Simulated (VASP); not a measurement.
Input of a VASP 6.6.1 run:

INCAR

```
PREC = Accurate ; ENCUT = 500
EDIFF = 1E-7 ; ISMEAR = 0
SIGMA = 0.2 ; LREAL = F
LASPH = T ; NELM = 120
ALGO = Normal ; ISIF = 3
LWAVE = F ; LCHARG = F
GGA = PE ; IBRION = 2
NSW = 80 ; EDIFFG = -0.025
GGA_COMPAT = F ; NELMIN = 4
KPAR = 4
```

The input KPOINTS:

```
Automatic mesh
0
Gamma
  6 6 6
```

Contents of POSCAR:

```
Ti2Ge6Mo
1.0
    4.7306795670      0.0012357471      0.0138686307
    2.3664449948      4.2982961271      0.0019208510
    2.3862219129     -0.0078225339      7.1713455897
Ti Ge Mo
2 6 1
Direct
    0.3345296587     -0.0081932404      0.3521684959
    0.6651301148     -0.0189333189      0.6706805342
    0.9779980368      0.6656837818      0.3455011773
    0.6611939651      0.6647254991      0.9963702845
    0.3042647041      0.6943313733      0.6701150598
    0.6790438954      0.3002862522      0.3219989476
    0.3345257582      0.3395815481      0.9962816683
    0.0168133982      0.3352667278      0.6542185732
    0.0265004685      0.0272513770     -0.0073347407
```

Potentials or basis: VASP PAW PBE potentials, release 64 (Ti_sv, Ge_d, Mo_sv).

Command:

```sh
$ cat potpaw_PBE.64/Ti_sv/POTCAR potpaw_PBE.64/Ge_d/POTCAR potpaw_PBE.64/Mo_sv/POTCAR > POTCAR
$ mpirun -np 4 vasp_std > vasp.out
```

(1) Predict the relaxed cell.

(2) Predict the band gap on the k mesh.

Results:

(1) a = 4.746 Å, b = 4.868 Å, c = 7.520 Å, α = 81.15°, β = 71.60°, γ = 60.81°.

(2) zero (bands 61 and 62 overlap by 1.16 eV).
